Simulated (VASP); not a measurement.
HfGeTe: single point with LDA

The system is HfGeTe.

```
Hf Ge Te
1.0
     3.76392    0.00000    0.00000
     0.00000    3.76392    0.00000
     0.00000    0.00000    8.26701
Hf Ge Te
2 2 2
Direct
  0.00000 0.50000 0.24100
  0.50000 0.00000 0.75900
  0.00000 0.00000 0.00000
  0.50000 0.50000 0.00000
  0.00000 0.50000 0.62000
  0.50000 0.00000 0.38000
```

```
Program             : VASP 6.6.1
Task                : single point
Functional          : LDA
Potentials or basis : VASP PAW LDA potentials, release 64 (Hf_pv, Ge_d, Te)
Cutoff              : 520 eV
k mesh              : 6 × 6 × 3
Occupations         : fermi-dirac, width 0.05 eV
Spin                : no spin polarisation
```

* Pressure: 4.8 GPa
* Largest force: 0.943 eV/Å
* Band gap on the k mesh: 0.03 eV, direct

Forces on the atoms (eV/Å):
```
Hf   0.000  0.000  0.943
Hf   0.000  0.000 -0.943
Ge   0.000  0.000  0.000
Ge   0.000  0.000  0.000
Te   0.000  0.000  0.108
Te   0.000  0.000 -0.108
```

Stress tensor (GPa, compression positive):
```
4.32 0.00 0.00
0.00 4.32 0.00
0.00 0.00 5.89
```

Levels at points of the mesh, in eV from the valence-band top:
```csv
k point,band 27,band 28,band 29,band 30,band 31,band 32,band 33,band 34
"(0.00, 0.00, 0.00)",-2.31,-0.90,-0.90,-0.45,0.22,0.32,1.56,1.70
"(0.50, 0.00, 0.00)",-1.77,-1.77,-0.79,-0.79,0.54,0.54,2.22,2.22
"(0.50, 0.50, 0.00)",-3.50,-3.50,-2.13,-2.13,2.63,2.63,3.14,3.14
```

It took 84 s on 1 thread of Oxide Virtual Turin-like Processor, on a shared host, peak memory 0.19 GiB.

Caveat: spin-orbit coupling is left out, which moves the levels of the heavy elements. A k mesh can miss the band edges.
